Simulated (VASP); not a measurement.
Wanted: the native input for a VASP 6.6.1 run.

```yaml
Task: single point
Functional: PBEsol
Dispersion: D3(BJ)
Potentials_or_basis: VASP PAW PBE potentials, release 64 (W_sv, S)
Cutoff: 520 eV
k_mesh: 12 × 12 × 4
Occupations: gaussian, width 0.05 eV
Spin: no spin polarisation
Dipole_correction: no
Further_INCAR_settings: ALGO = Normal; EDIFF = 1e-06; NBANDS = 35
```

The structure of WS2 lies in POSCAR:

```
WS2
1.0
    2.8539011436      0.0000000000      0.0000000000
   -1.4269505718      2.4715508902      0.0000000000
    0.0000000000      0.0000000000     14.0223753600
W S
2 4
Direct
    0.3333333333      0.6666666667      0.2500000000
    0.6666666667      0.3333333333      0.7500000000
    0.3333333333      0.6666666667      0.6164531912
    0.6666666667      0.3333333333      0.1164531912
    0.3333333333      0.6666666667      0.8835468088
    0.6666666667      0.3333333333      0.3835468088
```

This cell differs from its parent crystal: ratio of the length along z to the lengths across it x 1.3, volume and fractional coordinates fixed.

The input as run:

INCAR

```
PREC = Accurate
ENCUT = 520
EDIFF = 1E-6
ISMEAR = 0
SIGMA = 0.05
LREAL = F
LASPH = T
NELM = 100
ALGO = Normal
ISIF = 2
LWAVE = F
LCHARG = F
GGA = PS
IVDW = 12
NBANDS = 35
```

KPOINTS

```
Automatic mesh
0
Gamma
  12 12 4
```

Potentials or basis: VASP PAW PBE potentials, release 64 (W_sv, S).

Launch:

```bash
$ cat potpaw_PBE.64/W_sv/POTCAR potpaw_PBE.64/S/POTCAR > POTCAR
$ mpirun -np 1 vasp_std > vasp.out
```

It gave:

The pressure is 0.0 GPa and the largest force is 2.929 eV/Å. The band gap on the k mesh is zero (bands 26 and 27 overlap by 0.36 eV). The dispersion energy per atom is -0.412 eV.

Caveat: the PAW data sets were made with another functional, which shifts forces and pressure a little; spin-orbit coupling is left out, which moves the levels of the heavy elements.

It took 2.9 min on 1 thread of Intel(R) Xeon(R) Platinum 8259CL CPU @ 2.50GHz (Skylake/Cascade Lake) (shared host), peak memory 0.34 GiB.
